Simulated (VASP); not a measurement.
Write the native input for VASP 6.6.1 that does the following.

- Task: single point
- Functional: LDA
- Potentials or basis: VASP PAW LDA potentials, release 64 (Cu, N)
- Cutoff: 600 eV
- k mesh: 6 × 6 × 6
- Occupations: fermi-dirac, width 0.02 eV
- Spin: no spin polarisation
- Dipole correction: no
- Further INCAR settings: ALGO = Normal; EDIFF = 1e-06; NBANDS = 27

The structure of Cu3N lies in POSCAR:

```
Cu3N
1.0
    3.7214852014      0.0000000000      0.0000000000
    0.0000000000      3.7214852014      0.0000000000
    0.0000000000      0.0000000000      3.7214852014
Cu N
3 1
Direct
    0.5000000000      0.0000000000      0.0000000000
    0.0000000000      0.5000000000      0.0000000000
    0.0000000000      0.0000000000      0.5000000000
    0.0000000000      0.0000000000      0.0000000000
```

These files were run (other wordings do the same):

INCAR

```
PREC = Accurate
ENCUT = 600
EDIFF = 1E-6
ISMEAR = -1
SIGMA = 0.02
LREAL = False
LASPH = True
NELM = 120
ALGO = Normal
ISIF = 2
LWAVE = False
LCHARG = False
GGA = CA
NBANDS = 27
GGA_COMPAT = False
```

KPOINTS

```
regular mesh
0
Gamma
  6 6 6
```

Potentials or basis: VASP PAW LDA potentials, release 64 (Cu, N).

Launch:

```sh
$ cat potpaw_LDA.64/Cu/POTCAR potpaw_LDA.64/N/POTCAR > POTCAR
$ mpirun -np 1 vasp_std > vasp.out
```

Results of the run:

```yaml
Pressure: 1.0 GPa
Band_gap_on_the_k_mesh: zero (band 19 reaches 5.47 eV, above the bottom of band 20 at 5.45 eV)
```

It took 14 s on 1 thread of Intel(R) Xeon(R) 6975P-C (Granite Rapids), with other jobs on the host, peak memory 0.16 GiB.
